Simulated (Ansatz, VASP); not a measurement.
## TiIn2H6 in VASP and in Ansatz

INCAR

```
SYSTEM = TiIn2H6
ALGO     = Normal         ! electronic algorithm
EDIFF    = 1E-6           ! SCF threshold, eV
ENCUT    = 520            ! plane-wave cutoff, eV
GGA      = PE             ! functional
ISIF     = 2              ! what is computed and relaxed
ISMEAR   = 0              ! smearing method
LASPH    = .True.         ! aspherical terms in the spheres
LCHARG   = .False.        ! write CHGCAR
LREAL    = .False.        ! projectors in reciprocal space
LWAVE    = .False.        ! write WAVECAR
NBANDS   = 32             ! bands
NELM     = 100            ! most SCF steps
PREC     = Accurate       ! precision mode
SIGMA    = 0.1            ! smearing width, eV
```

KPOINTS

```
k-points
0
Gamma
  4 4 4
  0 0 0
```

The input POSCAR:

```
TiIn2H6
1.0
    0.0000000000      4.2751059700      4.2751059700
    4.2751059700      0.0000000000      4.2751059700
    4.2751059700      4.2751059700      0.0000000000
Ti In H
1 2 6
Direct
    0.0000000000      0.0000000000      0.0000000000
    0.2500000000      0.2500000000      0.2500000000
    0.7500000000      0.7500000000      0.7500000000
    0.7564306000      0.2435694000      0.2435694000
    0.2435694000      0.7564306000      0.2435694000
    0.2435694000      0.2435694000      0.7564306000
    0.2435694000      0.7564306000      0.7564306000
    0.7564306000      0.2435694000      0.7564306000
    0.7564306000      0.7564306000      0.2435694000
```

Input for Ansatz:

```yaml
crystal:
  lattice:
    - [0.0, 4.27510597, 4.27510597]
    - [4.27510597, 0.0, 4.27510597]
    - [4.27510597, 4.27510597, 0.0]
  atoms:
    - { symbol: Ti, position: [0.0, 0.0, 0.0] }
    - { symbol: In, position: [0.25, 0.25, 0.25] }
    - { symbol: In, position: [0.75, 0.75, 0.75] }
    - { symbol: H, position: [0.7564306, 0.2435694, 0.2435694] }
    - { symbol: H, position: [0.2435694, 0.7564306, 0.2435694] }
    - { symbol: H, position: [0.2435694, 0.2435694, 0.7564306] }
    - { symbol: H, position: [0.2435694, 0.7564306, 0.7564306] }
    - { symbol: H, position: [0.7564306, 0.2435694, 0.7564306] }
    - { symbol: H, position: [0.7564306, 0.7564306, 0.2435694] }
basis:
  ecutwfc: 420
kpoints:
  mp_grid: { grid: [4, 4, 4] }
hamiltonian:
  xc: pbe
scf:
  occupations: { method: gaussian, width: 0.1 }
  lower_state_search: "off"
output:
  forces: true
  stress: true
  eigenvalues: true
```

Alike in both runs: task single point; functional PBE; k mesh 4 × 4 × 4; occupations gaussian, width 0.1 eV; no spin polarisation.

```csv
,VASP,Ansatz
version,VASP 6.6.1,Ansatz 0.2.0
potentials or method,"VASP PAW PBE potentials, release 64 (Ti_sv, In_d, H), cutoff 520 eV","scalar-relativistic, plane waves, PAW"
valence electrons in the cell,44,44
```

|  | VASP | Ansatz | Ansatz less VASP |
| --- | --- | --- | --- |
| gap on the k mesh at the Fermi level (eV) | none | none | - |
| pressure (GPa) | -9.5 | -9.4 | +0.07 |
| rms of the force components (eV/Å) | 0.540 | 0.542 | +0.0013 |

Atom by atom the forces differ by 0.001 eV/Å (rms over components). A gap of «none» marks a metal or a gap that the smearing closes. With one functional, cell and mesh, what is left measures potentials, basis and numerics.
